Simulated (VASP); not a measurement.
BN:

```
B N
1.0
     0.00000    1.74583    1.74583
     1.74583    0.00000    1.74583
     1.74583    1.74583    0.00000
B N
1 1
Cartesian
  0.0000 0.0000 0.0000
  1.7458 1.7458 1.7458
```

Base run:

```yaml
Program: VASP 6.6.1
Functional: HF
Potentials_or_basis: VASP PAW PBE potentials, release 64 (B, N)
Cutoff: 520 eV
k_mesh: 8 × 8 × 8
Occupations: gaussian, width 0.01 eV
Spin: no spin polarisation
```

Its results: band gap on the k mesh 9.15 eV (least direct gap 15.11 eV); pressure -9.6 GPa.

Question: The run is repeated on the same cell with these changes: functional from HF to PBE0; share of exact exchange from 1 to 0.25. What comes out?

Answer: Band gap on the k mesh 3.07 eV (least direct gap 7.99 eV); pressure -8.3 GPa.

Caveats: the cell stands under tension; the PAW data sets were made with another functional, which shifts forces and pressure a little.

A k mesh can miss the band edges.
